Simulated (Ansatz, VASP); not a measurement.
**GaN: VASP beside Ansatz**

Contents of POSCAR:

```
GaN
1.0
    0.0000000000      2.1506855390      2.1506855390
    2.1506855390      0.0000000000      2.1506855390
    2.1506855390      2.1506855390      0.0000000000
Ga N
1 1
Direct
    0.0000000000      0.0000000000      0.0000000000
    0.5000000000      0.5000000000      0.5000000000
```

INCAR.step1

```
SYSTEM = GaN
PREC = Accurate
ENCUT = 520
ISMEAR = 0
SIGMA = 0.01
LREAL = .False.
LASPH = .True.
NELM = 60
NBANDS = 16
GGA = PE
ALGO = Normal
EDIFF = 1E-4
LWAVE = .True.
LCHARG = .False.
```

INCAR.step2

```
SYSTEM = GaN
PREC = Accurate
ENCUT = 520
EDIFF = 1E-7
ISMEAR = 0
SIGMA = 0.01
LREAL = .False.
LASPH = .True.
NELM = 60
ALGO = Normal
ISIF = 2
LWAVE = .False.
LCHARG = .True.
METAGGA = R2SCAN
LMIXTAU = .True.
LELF = .True.
LVHAR = .True.
NBANDS = 16
ISTART = 1
```

The input KPOINTS:

```
regular mesh
0
Gamma
  10 10 10
  0 0 0
```

Input for Ansatz:

```yaml
crystal:
  lattice:
    - [0.0, 2.150685539, 2.150685539]
    - [2.150685539, 0.0, 2.150685539]
    - [2.150685539, 2.150685539, 0.0]
  atoms:
    - { symbol: Ga, position: [0.0, 0.0, 0.0] }
    - { symbol: "N", position: [0.5, 0.5, 0.5] }
kpoints:
  mp_grid: { grid: [10, 10, 10] }
  band_path:
    path:
      - [0.0, 0.0, 0.0]
      - [0.5, 0.0, 0.5]
      - [0.625, 0.25, 0.625]
      - [0.375, 0.375, 0.75]
      - [0.5, 0.5, 0.5]
      - [0.5, 0.25, 0.75]
      - [0.0, 0.174479, -0.174479]
      - [0.0, 0.5, 0.5]
    npoints: 1
hamiltonian:
  xc: r2scan
scf:
  occupations: { method: fixed }
  n_extra_bands: 4
output:
  forces: true
  stress: true
  eigenvalues: true
```

Change from the starting cell: hydrostatic strain +2.0%.

Alike in both runs: task single point; functional r2SCAN; k mesh 10 × 10 × 10; no spin polarisation.

|  | VASP | Ansatz |
| --- | --- | --- |
| version | VASP 6.6.1 | Ansatz 0.2.0 |
| potentials or method | VASP PAW PBE potentials, release 64 (Ga_d, N) | plane waves, PAW |
| plane-wave cutoff (eV) | 520 | 500 |
| occupations | gaussian, width 0.01 eV | fixed |
| valence electrons in the cell | 18 | 18 |

```csv
,VASP,Ansatz,Ansatz less VASP
gap on the k mesh at the Fermi level (eV),0.78,0.80,+0.021
pressure (GPa),-11.8,-12.7,-0.86
```

VASP's potentials were made for PBE, not for r2SCAN.
